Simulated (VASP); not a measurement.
# CrGe15 (F-43m) in VASP: notebook

Runs on CrGe15. Level: PBEsol+U. Tasks: single point.

All numbers are computed with VASP 6.6.1; they aren't measurements. Logs are shortened: lines on timing, memory, paths and dates and some standing lists are left out, and cuts for length are marked.

## 1. The cell of the first run

The structure is cubic, space group F-43m (No. 216). The conventional cell has a = 11.315 Å, b = 11.315 Å, c = 11.315 Å, α = 90.00°, β = 90.00°, γ = 90.00°. Cr (site symmetry -43m) has 4 Ge at 2.49 Å within 3.3 Å. Ge (site symmetry 2mm) has 4 Ge at 2.43 to 2.45 Å within 3.2 Å. Within 3.2 Å of Ge (site symmetry -43m) lie 4 Ge at 2.45 Å. Ge (site symmetry 3m) has 3 Ge at 2.43 Å and 1 Cr at 2.49 Å within 3.2 Å. Within 3.2 Å of Ge (site symmetry 3m) lie 4 Ge at 2.45 Å.

## 2. Single point, PBEsol+U, collinear spin, ferromagnetic start

Contents of INCAR:

```
ALGO = Fast
EDIFF = 1E-7
ENCUT = 520
GGA = PS
ISIF = 2
ISMEAR = 0
ISPIN = 2
LASPH = T
LCHARG = F
LDAU = T
LDAUJ = 0 0
LDAUL = 2 -1
LDAUPRINT = 1
LDAUTYPE = 2
LDAUU = 3 0
LMAXMIX = 4
LORBIT = 11
LREAL = Auto
LWAVE = F
MAGMOM = 2 0 0 0 0 0 0 0 0 0 0 0 0 0 0 0
NBANDS = 129
NELM = 150
PREC = Accurate
SIGMA = 0.05
```

Contents of KPOINTS:

```
k-points
0
Gamma
  3 3 3
```

Contents of POSCAR:

```
CrGe15
1.0
    0.0000000000      5.6575400000      5.6575400000
    5.6575400000      0.0000000000      5.6575400000
    5.6575400000      5.6575400000      0.0000000000
Cr Ge
1 15
Direct
    0.0000000000      1.0000000000      1.0000000000
    0.0006439391      0.0006439391      0.4993560609
    0.0006439391      0.4993560609      0.0006439391
    0.0006439391      0.4993560609      0.4993560609
    0.4993560609      0.0006439391      0.0006439391
    0.4993560609      0.0006439391      0.4993560609
    0.4993560609      0.4993560609      0.0006439391
    0.5000000000      0.5000000000      0.5000000000
    0.1271381710      0.1271381710      0.1271381710
    0.1271381710      0.1271381710      0.6185854871
    0.1271381710      0.6185854871      0.1271381710
    0.1250830096      0.6249723301      0.6249723301
    0.6185854871      0.1271381710      0.1271381710
    0.6249723301      0.1250830096      0.6249723301
    0.6249723301      0.6249723301      0.1250830096
    0.6249723301      0.6249723301      0.6249723301
```

Potentials or basis: VASP PAW PBE potentials, release 64 (Cr_pv, Ge_d).

Started as:

```sh
$ cat potpaw_PBE.64/Cr_pv/POTCAR potpaw_PBE.64/Ge_d/POTCAR > POTCAR
$ mpirun -np 1 vasp_std > vasp.out
```

OUTCAR:

```text
EDIFF = 1E-7
   ENCUT = 520
   GGA = PS
   ISIF = 2
   ISMEAR = 0
   ISPIN = 2
   LASPH = T
   LORBIT = 11
   LREAL = Auto
   NELM = 150
   PREC = Accurate

 ion  position               nearest neighbor table
   1  0.000  0.000  0.000-  10 2.49  11 2.49  13 2.49   9 2.49
   2  0.001  0.001  0.499-   9 2.43  10 2.43  12 2.45  14 2.45
   3  0.001  0.499  0.001-   9 2.43  11 2.43  12 2.45  15 2.45
   4  0.001  0.499  0.499-  10 2.43  11 2.43  12 2.45  16 2.45
   5  0.499  0.001  0.001-   9 2.43  13 2.43  14 2.45  15 2.45
   6  0.499  0.001  0.499-  10 2.43  13 2.43  14 2.45  16 2.45
[... 8 lines left out ...]
  15  0.625  0.625  0.125-   8 2.45   7 2.45   3 2.45   5 2.45
  16  0.625  0.625  0.625-   8 2.45   6 2.45   7 2.45   4 2.45

  LATTYP: Found a face centered cubic cell.
 ALAT       =    11.3150800000

  Lattice vectors:

 A1 = (   0.0000000000,   5.6575400000,   5.6575400000)
 A2 = (   5.6575400000,   0.0000000000,   5.6575400000)
 A3 = (   5.6575400000,   5.6575400000,   0.0000000000)

Analysis of symmetry for initial positions (statically):
=====================================================================
 Subroutine PRICEL returns:
 Original cell was already a primitive cell.

 Routine SETGRP: Setting up the symmetry group for a
 face centered cubic supercell.

 Subroutine GETGRP returns: Found 24 space group operations
 (whereof 24 operations were pure point group operations)
 out of a pool of 48 trial point group operations.

The static configuration has the point symmetry T_d .

Analysis of symmetry for dynamics (positions and initial velocities):
=====================================================================
 Subroutine PRICEL returns:
 Original cell was already a primitive cell.

 Routine SETGRP: Setting up the symmetry group for a
 face centered cubic supercell.

 Subroutine GETGRP returns: Found 24 space group operations
 (whereof 24 operations were pure point group operations)
 out of a pool of 48 trial point group operations.

The dynamic configuration has the point symmetry T_d .

Analysis of structural, dynamic, and magnetic symmetry:
=====================================================================
 Subroutine PRICEL returns:
 Original cell was already a primitive cell.

 Routine SETGRP: Setting up the symmetry group for a
 face centered cubic supercell.

 Subroutine GETGRP returns: Found 24 space group operations
 (whereof 24 operations were pure point group operations)
 out of a pool of 48 trial point group operations.

The overall configuration has the point symmetry T_d .

 Subroutine INISYM returns: Found 24 space group operations
 (whereof 24 operations are pure point group operations),
 and found     1 'primitive' translations

----------------------------------------------------------------------------------------

                                     Primitive cell

  volume of cell :     362.1704

  direct lattice vectors                    reciprocal lattice vectors
     0.000000000  5.657540000  5.657540000    -0.088377634  0.088377634  0.088377634
     5.657540000  0.000000000  5.657540000     0.088377634 -0.088377634  0.088377634
     5.657540000  5.657540000  0.000000000     0.088377634  0.088377634 -0.088377634

  length of vectors
     8.000969798  8.000969798  8.000969798     0.153074553  0.153074553  0.153074553

  position of ions in fractional coordinates (direct lattice)
     0.000000000  0.000000000  0.000000000
     0.000643939  0.000643939  0.499356061
     0.000643939  0.499356061  0.000643939
     0.000643939  0.499356061  0.499356061
     0.499356061  0.000643939  0.000643939
     0.499356061  0.000643939  0.499356061
[... 8 lines left out ...]
     0.624972330  0.624972330  0.125083010
     0.624972330  0.624972330  0.624972330

  ion indices of the primitive-cell ions
   primitive index   ion index
                 1           1
                 2           2
                 3           3
[... 96 lines left out ...]
   IVDW    =     0    specifies the selected vdW correction
   LEPSILON=     F    determine dielectric tensor
   LRPA    =     F    only Hartree local field effects (RPA)
 spin polarized calculation
 RMM-DIIS sequential band-by-band and
 Gauss-broadening in eV      SIGMA  =   0.05
  energy-cutoff  :      520.00
  volume of cell :      362.17
 maximum number of plane-waves:      9765
   NGX = 29   NGY = 29   NGZ = 29

atom =   1  type =  1  l = 2

 onsite density matrix

spin component  1

  0.7716 -0.0000  0.0000 -0.0000  0.0000
 -0.0000  0.7716 -0.0000  0.0000 -0.0000
  0.0000 -0.0000  0.8607  0.0000  0.0000
 -0.0000  0.0000  0.0000  0.7716  0.0000
  0.0000 -0.0000  0.0000  0.0000  0.8607

spin component  2

  0.0439 -0.0000  0.0000 -0.0000 -0.0000
 -0.0000  0.0439 -0.0000 -0.0000  0.0000
  0.0000 -0.0000  0.0110 -0.0000  0.0000
 -0.0000 -0.0000 -0.0000  0.0439 -0.0000
 -0.0000  0.0000  0.0000 -0.0000  0.0110

 occupancies and eigenvectors

  o =  0.0110  v =  0.0000  0.0000  0.0000  0.0000  0.0000  0.0000  0.0000  0.0079  0.0000 -1.0000      0.0000  0.0000  0.0000  0.0000  0.0000  0.0000  0.0000  0.0000  0.0000  0.0000
  o =  0.0110  v =  0.0000  0.0000  0.0000  0.0000  0.0000  0.0000  0.0000  1.0000  0.0000  0.0079      0.0000  0.0000  0.0000  0.0000  0.0000  0.0000  0.0000  0.0000  0.0000  0.0000
  o =  0.0439  v =  0.0000  0.0000  0.0000  0.0000  0.0000  0.0000 -0.9926 -0.0000 -0.1213 -0.0000      0.0000  0.0000  0.0000  0.0000  0.0000  0.0000  0.0000  0.0000  0.0000  0.0000
  o =  0.0439  v =  0.0000  0.0000  0.0000  0.0000  0.0000  0.0000  0.1213  0.0000 -0.9926  0.0000      0.0000  0.0000  0.0000  0.0000  0.0000  0.0000  0.0000  0.0000  0.0000  0.0000
  o =  0.0439  v =  0.0000  0.0000  0.0000  0.0000  0.0000  1.0000  0.0000  0.0000  0.0000  0.0000      0.0000  0.0000  0.0000  0.0000  0.0000  0.0000  0.0000  0.0000  0.0000  0.0000
  o =  0.7716  v =  0.0000 -0.4614  0.0000  0.8872 -0.0000  0.0000  0.0000  0.0000  0.0000  0.0000      0.0000  0.0000  0.0000  0.0000  0.0000  0.0000  0.0000  0.0000  0.0000  0.0000
  o =  0.7716  v =  1.0000  0.0000  0.0000  0.0000  0.0000  0.0000  0.0000  0.0000  0.0000  0.0000      0.0000  0.0000  0.0000  0.0000  0.0000  0.0000  0.0000  0.0000  0.0000  0.0000
  o =  0.7716  v =  0.0000  0.8872 -0.0000  0.4614  0.0000  0.0000  0.0000  0.0000  0.0000  0.0000      0.0000  0.0000  0.0000  0.0000  0.0000  0.0000  0.0000  0.0000  0.0000  0.0000
  o =  0.8607  v =  0.0000 -0.0000 -0.0001  0.0000  1.0000  0.0000  0.0000  0.0000  0.0000  0.0000      0.0000  0.0000  0.0000  0.0000  0.0000  0.0000  0.0000  0.0000  0.0000  0.0000
  o =  0.8607  v =  0.0000  0.0000  1.0000 -0.0000  0.0001  0.0000  0.0000  0.0000  0.0000  0.0000      0.0000  0.0000  0.0000  0.0000  0.0000  0.0000  0.0000  0.0000  0.0000  0.0000

 number of electron     222.0000120 magnetization       4.8148199

 Free energy of the ion-electron system (eV)
  ---------------------------------------------------
  ext. energy  EPLUGINS =         0.00000000
  ---------------------------------------------------
  free energy    TOTEN  =       -79.64377880 eV

  energy without entropy =      -79.63764724  energy(sigma->0) =      -79.64071302

 E-fermi :   4.5642     XC(G=0): -10.1216

 val. band max:        4.3234944670   @ k =  -0.3333   0.3333   0.0000
 cond. band min:       4.5716155481   @ k =   0.3333   0.3333   0.0000
 fundamental gap:      0.2481210811
 Fermi energy:         4.5641771593

 spin component 1

 k-point     1 :       0.0000    0.0000    0.0000
  band No.  band energies     occupation
      1     -38.8411      1.00000
      2     -38.8411      1.00000
      3     -38.8411      1.00000
      4     -20.0743      1.00000
      5     -20.0743      1.00000
      6     -20.0743      1.00000
[... 493 lines left out ...]
    122       7.8349      0.00000
    123       7.8852      0.00000
 Fermi energy:         4.5641771593

 spin component 2

 k-point     1 :       0.0000    0.0000    0.0000
  band No.  band energies     occupation
      1     -35.0354      1.00000
      2     -35.0354      1.00000
      3     -35.0354      1.00000
      4     -20.0719      1.00000
      5     -20.0719      1.00000
      6     -20.0719      1.00000
[... 493 lines left out ...]
    122       8.0688      0.00000
    123       8.1908      0.00000
 [bands above 123 left out]

------------------------ aborting loop because EDIFF is reached ----------------------------------------

  FORCE on cell =-STRESS in cart. coord.  units (eV):
  Direction    XX          YY          ZZ          XY          YZ          ZX
  --------------------------------------------------------------------------------------
  -------------------------------------------------------------------------------------
  Total        3.4253643      3.4253643      3.4253643      0.0000000     -0.0000000     -0.0000000
  in kB       15.1532035     15.1532035     15.1532035      0.0000000     -0.0000000     -0.0000000
  external PRESSURE =      15.1532035 kB  Pullay stress =       0.0000000 kB

 VOLUME and BASIS-vectors are now :
 -----------------------------------------------------------------------------
  energy-cutoff  :      520.00
  volume of cell :      362.17
      direct lattice vectors                 reciprocal lattice vectors
     0.000000000  5.657540000  5.657540000    -0.088377634  0.088377634  0.088377634
     5.657540000  0.000000000  5.657540000     0.088377634 -0.088377634  0.088377634
     5.657540000  5.657540000  0.000000000     0.088377634  0.088377634 -0.088377634

 POSITION                                       TOTAL-FORCE (eV/Angst)
 -----------------------------------------------------------------------------------
      0.00000      0.00000      0.00000         0.000000      0.000000      0.000000
      2.82877      2.82877      0.00729         0.000000      0.000000     -0.005126
      2.82877      0.00729      2.82877         0.000000     -0.005126      0.000000
      5.65025      2.82877      2.82877         0.005126      0.000000      0.000000
      0.00729      2.82877      2.82877        -0.005126      0.000000      0.000000
      2.82877      5.65025      2.82877         0.000000      0.005126      0.000000
[... 8 lines left out ...]
      4.24347      4.24347      7.07161        -0.006728     -0.006728      0.006728
      7.07161      7.07161      7.07161         0.006728      0.006728      0.006728
 -----------------------------------------------------------------------------------
    total drift:                                0.000004      0.000004      0.000003

  FREE ENERGIE OF THE ION-ELECTRON SYSTEM (eV)
  ---------------------------------------------------
  free  energy   TOTEN  =       -79.6437788039 eV

  energy  without entropy=      -79.6376472449  energy(sigma->0) =      -79.64071302

 total charge

# of ion       s       p       d       tot
------------------------------------------
    1        0.335   6.196   4.167  10.698
    2        1.134   1.249  10.026  12.409
    3        1.134   1.249  10.026  12.409
    4        1.134   1.249  10.026  12.409
    5        1.134   1.249  10.026  12.409
    6        1.134   1.249  10.026  12.409
[... 8 lines left out ...]
   15        1.128   1.252  10.023  12.402
   16        1.128   1.252  10.023  12.402
--------------------------------------------------
tot         17.406  24.918 154.517 196.841

 magnetization (x)

# of ion       s       p       d       tot
------------------------------------------
    1        0.043   0.046   3.866   3.955
    2        0.006   0.013   0.002   0.021
    3        0.006   0.013   0.002   0.021
    4        0.006   0.013   0.002   0.021
    5        0.006   0.013   0.002   0.021
    6        0.006   0.013   0.002   0.021
[... 8 lines left out ...]
   15        0.000   0.010   0.001   0.011
   16        0.000   0.010   0.001   0.011
--------------------------------------------------
tot          0.055   0.209   3.935   4.199
```

Run time: 46 min. Hardware: 1 thread of AMD EPYC 9755, shared host; peak memory 0.75 GiB.

Results:

* Free energy: -79.6438 eV
* Pressure: 1.5 GPa
* Largest force: 0.082 eV/Å
* Net moment: 4.81 μB per cell
* Site moments: Cr +3.96; Ge +0.02, +0.01 (each value once) μB
* Valence electrons inside the program's atomic spheres: Cr 10.70; Ge 12.41, 12.42, 12.40 (each value once)

Forces on the atoms (eV/Å):
```
Cr   0.000  0.000  0.000
Ge   0.000  0.000 -0.005
Ge   0.000 -0.005  0.000
Ge   0.005  0.000  0.000
Ge  -0.005  0.000  0.000
Ge   0.000  0.005  0.000
Ge   0.000  0.000  0.005
Ge   0.000  0.000  0.000
Ge  -0.047 -0.047 -0.047
Ge   0.047  0.047 -0.047
Ge   0.047 -0.047  0.047
Ge   0.007 -0.007 -0.007
Ge  -0.047  0.047  0.047
Ge  -0.007  0.007 -0.007
Ge  -0.007 -0.007  0.007
Ge   0.007  0.007  0.007
```

Eigenvalues of the final occupation matrices:
```csv
site,spin,trace,eigenvalues
site 1 d,1,4.04,0.77 0.77 0.77 0.86 0.86
site 1 d,2,0.15,0.01 0.01 0.04 0.04 0.04
```

Caveat: the PAW data sets were made with another functional, which shifts forces and pressure a little; the U is typed as a test and isn't derived for this compound. The state reached can hang on the start; a lower one may exist.

## 3. Single point, PBEsol+U, collinear spin, ferromagnetic start

Contents of INCAR:

```
SYSTEM = CrGe15
ALGO     = Normal         ! electronic algorithm
EDIFF    = 1E-6           ! SCF threshold, eV
ENCUT    = 520            ! plane-wave cutoff, eV
GGA      = PS             ! functional
ISIF     = 2              ! what is computed and relaxed
ISMEAR   = 0              ! smearing method
ISPIN    = 2              ! spin polarisation
LASPH    = .TRUE.         ! aspherical terms in the spheres
LCHARG   = .FALSE.        ! write CHGCAR
LDAU     = .TRUE.         ! DFT+U
LDAUJ    = 0 0          
LDAUL    = 2 -1           ! shell
LDAUPRINT= 1            
LDAUTYPE = 2            
LDAUU    = 3 0            ! U, eV
LMAXMIX  = 4              ! l up to which the mixer works
LORBIT   = 11             ! projections on sites
LREAL    = Auto         
LWAVE    = .FALSE.        ! write WAVECAR
MAGMOM   = -4.07 -0.02 -0.02 -0.02 -0.02 -0.02 -0.02 0 0 0 0 -0.01 0 -0.01 -0.01 -0.01 ! initial moments
NBANDS   = 129            ! bands
NELM     = 150            ! most SCF steps
PREC     = Accurate       ! precision mode
SIGMA    = 0.05           ! smearing width, eV
```

Contents of KPOINTS:

```
k-points
0
G
  3 3 3
  0 0 0
```

POSCAR is that of step 2.

Potentials or basis: VASP PAW PBE potentials, release 64 (Cr_pv, Ge_d).

Started as:

```sh
$ cat potpaw_PBE.64/Cr_pv/POTCAR potpaw_PBE.64/Ge_d/POTCAR > POTCAR
$ mpirun -np 1 vasp_std > vasp.out
```

It took 21 min on 1 thread of Oxide Virtual Turin-like, shared host; peak memory 0.75 GiB.

It converged, with:

| Quantity | Value |
| --- | --- |
| Free energy | -79.6438 eV |
| Pressure | 1.5 GPa |
| Largest force | 0.082 eV/Å |
| Net moment | -4.81 μB per cell |
| Site moments | Cr -3.96; Ge -0.02, -0.01 (each value once) μB |
| Valence electrons inside the program's atomic spheres | Cr 10.70; Ge 12.41, 12.42, 12.40 (each value once) |

Forces on the atoms (eV/Å):
```
Cr   0.000  0.000  0.000
Ge   0.000  0.000 -0.005
Ge   0.000 -0.005  0.000
Ge   0.005  0.000  0.000
Ge  -0.005  0.000  0.000
Ge   0.000  0.005  0.000
Ge   0.000  0.000  0.005
Ge   0.000  0.000  0.000
Ge  -0.047 -0.047 -0.047
Ge   0.047  0.047 -0.047
Ge   0.047 -0.047  0.047
Ge   0.007 -0.007 -0.007
Ge  -0.047  0.047  0.047
Ge  -0.007  0.007 -0.007
Ge  -0.007 -0.007  0.007
Ge   0.007  0.007  0.007
```

Levels at points of the mesh, in eV from the Fermi level:
Spin up:
```tsv
k point	band 106	band 107	band 108	band 109	band 110	band 111
(0.00, 0.00, 0.00)	-0.59	-0.59	0.17	0.17	0.17	0.20
```
Spin down:
| k point | band 111 | band 112 | band 113 | band 114 | band 115 | band 116 |
| --- | --- | --- | --- | --- | --- | --- |
| (0.00, 0.00, 0.00) | -0.41 | -0.41 | 0.19 | 0.42 | 0.42 | 0.42 |

Eigenvalues of the final occupation matrices:
```csv
site,spin,trace,eigenvalues
site 1 d,1,0.15,0.01 0.01 0.04 0.04 0.04
site 1 d,2,4.04,0.77 0.77 0.77 0.86 0.86
```

Caveat: the PAW data sets were made with another functional, which shifts forces and pressure a little; the U is typed as a test and isn't derived for this compound. The state reached can hang on the start; a lower one may exist.
